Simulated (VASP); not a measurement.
Here is a VASP 6.6.1 calculation.

File INCAR:

```
SYSTEM = W
  PREC = Accurate
  ENCUT = 500
  EDIFF = 1E-6
  ISMEAR = 0
  SIGMA = 0.1
  LREAL = .FALSE.
  LASPH = .TRUE.
  NELM = 120
  ALGO = Normal
  ISIF = 2
  LWAVE = .FALSE.
  LCHARG = .FALSE.
  GGA = PE
  NBANDS = 13
  GGA_COMPAT = .FALSE.
```

Contents of KPOINTS:

```
regular mesh
0
G
  6 6 6
  0 0 0
```

The input POSCAR:

```
W
1.0
   -1.5851577801      1.5851577801      1.5851577801
    1.5851577801     -1.5851577801      1.5851577801
    1.5851577801      1.5851577801     -1.5851577801
W
1
Direct
    0.0000000000      0.0000000000      0.0000000000
```

Potentials or basis: VASP PAW PBE potentials, release 64 (W_sv).

Run with:

```bash
$ cat potpaw_PBE.64/W_sv/POTCAR > POTCAR
$ mpirun -np 1 vasp_std > vasp.out
```

Problem. What does it give for the band gap on the k mesh?

Solution. Zero (band 7 reaches 16.53 eV, above the bottom of band 8 at 10.17 eV).

Problem. Predict the pressure.

Solution. 2.6 GPa.

Caveat: the k points lie up to 0.47 Å⁻¹ apart; spin-orbit coupling is left out, which moves the levels of the heavy elements.
